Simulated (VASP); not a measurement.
Set up this calculation in VASP 6.6.1, as the native input.

```yaml
Task: electric field gradients
Functional: r2SCAN
Potentials_or_basis: VASP PAW PBE potentials, release 64 (Zr_sv, C)
Cutoff: 520 eV
k_mesh: 13 × 13 × 13
Occupations: fermi-dirac, width 0.05 eV
Spin: no spin polarisation
Dipole_correction: no
Further_INCAR_settings: ALGO = Normal; EDIFF = 1e-08; NBANDS = 15
```

The system is ZrC.

```xyz
2
Lattice="0.0000 2.0999 2.0999 2.0999 0.0000 2.0999 2.0999 2.0999 0.0000" Properties=species:S:1:pos:R:3 pbc="T T T"
Zr    2.0999    2.0999    2.0999
C     0.0000    0.0000    0.0000
```

This cell differs from its parent crystal: volume scaled by 0.7.

The input as run:

POSCAR

```
ZrC
1.0
    0.0000000000      2.0998929641      2.0998929641
    2.0998929641      0.0000000000      2.0998929641
    2.0998929641      2.0998929641      0.0000000000
Zr C
1 1
Direct
    0.5000000000      0.5000000000      0.5000000000
    0.0000000000      0.0000000000      0.0000000000
```

INCAR.step1

```
PREC = Accurate
ENCUT = 520
ISMEAR = -1
SIGMA = 0.05
LREAL = F
LASPH = T
NELM = 100
NBANDS = 15
GGA = PE
ALGO = Normal
EDIFF = 1E-4
LWAVE = T
LCHARG = F
```

INCAR.step2

```
PREC = Accurate
ENCUT = 520
EDIFF = 1E-8
ISMEAR = -1
SIGMA = 0.05
LREAL = F
LASPH = T
NELM = 100
ALGO = Normal
ISIF = 2
LWAVE = F
LCHARG = F
METAGGA = R2SCAN
LMIXTAU = T
LEFG = T
NBANDS = 15
ISTART = 1
```

KPOINTS

```
regular mesh
0
Gamma
  13 13 13
```

Potentials or basis: VASP PAW PBE potentials, release 64 (Zr_sv, C).

The run is started by

```bash
$ cat potpaw_PBE.64/Zr_sv/POTCAR potpaw_PBE.64/C/POTCAR > POTCAR
$ cp INCAR.step1 INCAR
$ mpirun -np 1 vasp_std > vasp.out
$ cp INCAR.step2 INCAR
$ mpirun -np 1 vasp_std > vasp.out
```

It gave:

The pressure is 155.8 GPa and the band gap on the k mesh is zero (band 8 reaches 15.03 eV, above the bottom of band 9 at 13.65 eV).

Caveat: without QUAD_EFG the Cq values of the log hold for a quadrupole moment of 1 mb, not for the nuclei; the PAW data sets were made with another functional, which shifts forces and pressure a little.

It took 64 s on 1 thread of Intel(R) Xeon(R) Platinum 8375C CPU @ 2.90GHz (Ice Lake), with other jobs on the host, peak memory 0.16 GiB.
